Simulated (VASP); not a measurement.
Wanted: the native input for a VASP 6.6.1 run.

* Task: single point
* Functional: r2SCAN
* Potentials or basis: VASP PAW PBE potentials, release 64 (O, H, C)
* Cutoff: 580 eV
* k mesh: 1 × 1 × 1
* Occupations: fermi-dirac, width 0.02 eV
* Spin: no spin polarisation
* Dipole correction: no
* Further INCAR settings: ALGO = Normal; EDIFF = 1e-06; NBANDS = 60

The system is H20CO9.

```
CELL_PARAMETERS angstrom
6.68275 0.00000 0.00000
0.00000 6.68759 0.00000
0.00000 0.00000 6.67317
ATOMIC_POSITIONS crystal
O 0.07219 0.10724 0.49867
O 0.82053 0.89419 0.00477
O 0.23372 0.61050 0.30907
O 0.53372 0.54230 0.04560
O 0.39288 0.38449 0.66253
O 0.91405 0.34930 0.17196
O 0.00130 0.75839 0.66271
O 0.65048 0.08567 0.35196
O 0.47829 0.02677 0.78649
H 0.98713 0.17544 0.40156
H 0.15079 0.22183 0.56540
H 0.90442 0.83737 0.90077
H 0.72214 0.77593 0.04025
H 0.22197 0.72292 0.22751
H 0.15983 0.50471 0.24817
H 0.48721 0.47880 0.92122
H 0.42798 0.55150 0.15192
H 0.42545 0.45758 0.53351
H 0.45568 0.25251 0.66418
H 0.79369 0.42114 0.12663
H 0.93261 0.25036 0.07434
H 0.97727 0.89028 0.59589
H 0.15607 0.75064 0.65168
H 0.66947 0.98201 0.44447
H 0.71324 0.04411 0.23415
H 0.19790 0.10368 0.87721
H 0.59945 0.98285 0.86263
H 0.31269 0.92274 0.03215
H 0.39388 0.18857 0.04267
C 0.33684 0.06409 0.94342
```

These files were run (other wordings do the same):

POSCAR

```
H20CO9
1.0
    6.6827510000      0.0000000000      0.0000000000
    0.0000000000      6.6875900000      0.0000000000
    0.0000000000      0.0000000000      6.6731670000
O H C
9 20 1
Direct
    0.0721858408      0.1072434165      0.4986687730
    0.8205303475      0.8941935735      0.0047653535
    0.2337211128      0.6105039334      0.3090736377
    0.5337173269      0.5423029821      0.0456005372
    0.3928771250      0.3844882835      0.6625339962
    0.9140547059      0.3493037103      0.1719573330
    0.0013018591      0.7583897936      0.6627138209
    0.6504806179      0.0856661368      0.3519618196
    0.4782910511      0.0267659949      0.7864931299
   -0.0128689517      0.1754443679      0.4015634556
    0.1507911936      0.2218287903      0.5653987080
    0.9044179560      0.8373719083     -0.0992332426
    0.7221427224      0.7759297445      0.0402507535
    0.2219744533      0.7229211121      0.2275081682
    0.1598293876      0.5047109646      0.2481730189
    0.4872095339      0.4787972947     -0.0787781873
    0.4279824282      0.5514991200      0.1519218686
    0.4254535295      0.4575788887      0.5335098013
    0.4556806022      0.2525124896      0.6641823890
    0.7936851156      0.4211382576      0.1266265328
    0.9326099386      0.2503592475      0.0743425123
   -0.0227301601      0.8902758692      0.5958939736
    0.1560734494      0.7506441035      0.6516845750
    0.6694698037     -0.0179885430      0.4444666228
    0.7132392034      0.0441115559      0.2341466953
    0.1978975425      0.1036845859      0.8772146718
    0.5994537280     -0.0171511710      0.8626338888
    0.3126855991     -0.0772625116      1.0321486035
    0.3938797061      0.1885731631      1.0426683462
    0.3368373294      0.0640888571      0.9434201182
```

INCAR.step1

```
SYSTEM = H20CO9
  PREC = Accurate
  ENCUT = 580
  ISMEAR = -1
  SIGMA = 0.02
  LREAL = .FALSE.
  LASPH = .TRUE.
  NELM = 120
  NBANDS = 60
  GGA = PE
  ALGO = Normal
  EDIFF = 1E-5
  LWAVE = .TRUE.
  LCHARG = .FALSE.
  GGA_COMPAT = .FALSE.
```

INCAR.step2

```
SYSTEM = H20CO9
  PREC = Accurate
  ENCUT = 580
  EDIFF = 1E-6
  ISMEAR = -1
  SIGMA = 0.02
  LREAL = .FALSE.
  LASPH = .TRUE.
  NELM = 120
  ALGO = Normal
  ISIF = 2
  LWAVE = .FALSE.
  LCHARG = .TRUE.
  METAGGA = R2SCAN
  LMIXTAU = .TRUE.
  LELF = .TRUE.
  LVHAR = .TRUE.
  NBANDS = 60
  ISTART = 1
  GGA_COMPAT = .FALSE.
```

KPOINTS

```
regular mesh
0
G
  1 1 1
  0 0 0
```

Potentials or basis: VASP PAW PBE potentials, release 64 (O, H, C).

Launch:

```console
$ cat potpaw_PBE.64/O/POTCAR potpaw_PBE.64/H/POTCAR potpaw_PBE.64/C/POTCAR > POTCAR
$ cp INCAR.step1 INCAR
$ mpirun -np 1 vasp_gam > vasp.out
$ cp INCAR.step2 INCAR
$ mpirun -np 1 vasp_gam > vasp.out
```

Results of the run:

The pressure is -1.3 GPa and the largest force is 3.348 eV/Å.

Caveat: the k points lie up to 0.94 Å⁻¹ apart; the atoms stand as in a frame of molecular dynamics; the PAW data sets were made with another functional, which shifts forces and pressure a little.

Wall time 99 s on 1 thread of Intel(R) Xeon(R) 6975P-C (Granite Rapids), with other jobs on the host, peak memory 0.41 GiB.
